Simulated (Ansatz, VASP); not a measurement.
**Ta in VASP and in Ansatz**

```xyz
1
Lattice="0.0000 2.0622 2.0622 2.0622 0.0000 2.0622 2.0622 2.0622 0.0000" Properties=species:S:1:pos:R:3 pbc="T T T"
Ta    0.0000    0.0000    0.0000
```

Alike in both runs: task single point; functional revPBE; k mesh 14 × 14 × 14; occupations fermi-dirac, width 0.1 eV; no spin polarisation.

|  | VASP | Ansatz |
| --- | --- | --- |
| version | VASP 6.6.1 | Ansatz 0.2.0 |
| potentials or method | VASP PAW PBE potentials, release 64 (Ta_pv), cutoff 520 eV | plane waves (420 eV) with PAW, scalar-relativistic |
| valence electrons in the cell | 11 | 13 |

VASP gave:

```
pressure (GPa) : 18.2
```

**Question.** Which values does Ansatz return?

**Answer.** Pressure (GPa): 18.1.

VASP's potentials were made for PBE, not for revPBE. VASP's potentials hold 11 valence electrons a cell and Ansatz's 13, so a difference there can come from the potentials and not from the codes.

Spin-orbit coupling is off throughout.
